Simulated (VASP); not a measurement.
Wanted: the native input for a VASP 6.6.1 run.

- Task: single point
- Functional: PBE
- Potentials or basis: VASP PAW PBE potentials, release 64 (W_sv)
- Cutoff: 520 eV
- k mesh: 22 × 22 × 22
- Occupations: gaussian, width 0.15 eV
- Spin: no spin polarisation
- Dipole correction: no
- Further INCAR settings: ALGO = Normal; EDIFF = 1e-06; NBANDS = 13

The structure of W lies in POSCAR:

```
W
1.0
   -1.5703186771      1.5703186771      1.5703186771
    1.5703186771     -1.5703186771      1.5703186771
    1.5703186771      1.5703186771     -1.5703186771
W
1
Direct
    0.0000000000      0.0000000000      0.0000000000
```

These files were run (other wordings do the same):

INCAR

```
PREC = Accurate
ENCUT = 520
EDIFF = 1E-6
ISMEAR = 0
SIGMA = 0.15
LREAL = F
LASPH = T
NELM = 60
ALGO = Normal
ISIF = 2
LWAVE = F
LCHARG = T
GGA = PE
LELF = T
LVHAR = T
NBANDS = 13
```

KPOINTS

```
regular mesh
0
Gamma
  22 22 22
```

Potentials or basis: VASP PAW PBE potentials, release 64 (W_sv).

Command:

```sh
$ cat potpaw_PBE.64/W_sv/POTCAR > POTCAR
$ mpirun -np 1 vasp_std > vasp.out
```

Results of the run:

```json
{
 "Pressure": "14.3 GPa",
 "Band gap on the k mesh": "zero (band 7 reaches 17.12 eV, above the bottom of band 8 at 10.51 eV)"
}
```

Caveat: spin-orbit coupling is left out, which moves the levels of the heavy elements.

Run time: 25 s on 1 thread of Intel Xeon 6975P-C (shared host), peak memory 0.17 GiB.
